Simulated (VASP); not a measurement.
**Zn: single point with LDA**

The system is Zn.

```xyz
1
Lattice="2.4281 0.0000 0.0000 -1.2140 2.1028 0.0000 0.0000 0.0000 2.5877" Properties=species:S:1:pos:R:3 pbc="T T T"
Zn    0.0000    0.0000    0.0000
```

```yaml
Program: VASP 6.6.1
Task: single point
Functional: LDA
Potentials_or_basis: VASP PAW LDA potentials, release 64 (Zn)
Cutoff: 520 eV
k_mesh: 18 × 18 × 16
Occupations: fermi-dirac, width 0.1 eV
Spin: no spin polarisation
Dipole_correction: no
Further_INCAR_settings: ALGO = Normal; EDIFF = 1e-06; NBANDS = 12
```

The pressure is 15.9 GPa. The band gap on the k mesh is zero (band 6 reaches 8.86 eV, above the bottom of band 7 at -0.47 eV).

Stress tensor (GPa, compression positive):
```
16.05  0.00  0.00
 0.00 16.05  0.00
 0.00  0.00 15.52
```

Levels at points of the mesh, in eV from the Fermi level:
```csv
k point,band 4,band 5,band 6,band 7,band 8,band 9
"(0.00, 0.00, 0.00)",-8.34,-7.40,-7.40,10.22,14.89,22.00
"(0.50, 0.00, 0.00)",-7.56,-7.10,-3.26,-0.46,13.30,17.64
"(0.00, 0.00, 0.50)",-7.67,-7.67,-4.93,-4.40,25.61,27.66
"(0.50, 0.00, 0.50)",-7.17,-7.08,0.75,2.76,5.43,7.34
```

It took 28 s on 1 thread of Intel(R) Xeon(R) Platinum 8259CL CPU @ 2.50GHz (Skylake/Cascade Lake) (shared host), peak memory 0.15 GiB.
